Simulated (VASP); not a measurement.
Crystal: Fe.

```
CELL_PARAMETERS angstrom
-1.43900 1.43900 1.43900
1.43900 -1.43900 1.43900
1.43900 1.43900 -1.43900
ATOMIC_POSITIONS crystal
Fe 0.00000 0.00000 0.00000
```

Base run:

| Quantity | Value |
| --- | --- |
| Program | VASP 6.6.1 |
| Functional | r2SCAN |
| Potentials or basis | VASP PAW PBE potentials, release 64 (Fe) |
| Cutoff | 520 eV |
| k mesh | 13 × 13 × 13 |
| Occupations | gaussian, width 0.1 eV |
| Spin | collinear spin, ferromagnetic start |
| Starting moments | [2.4] μB |
| Fixed moment | 2.4 μB |

Its results: pressure -9.2 GPa; site moments Fe +2.48 μB.

Q: The run is repeated on the same cell with these changes: fixed moment from 2.4 μB to 3.6 μB; moments at the start from [2.4] to [3.6]. What comes out?

A: Pressure 28.8 GPa; site moments Fe +3.54 μB.

Caveats: the PAW data sets were made with another functional, which shifts forces and pressure a little; the total moment is fixed, so each spin has its own Fermi level.
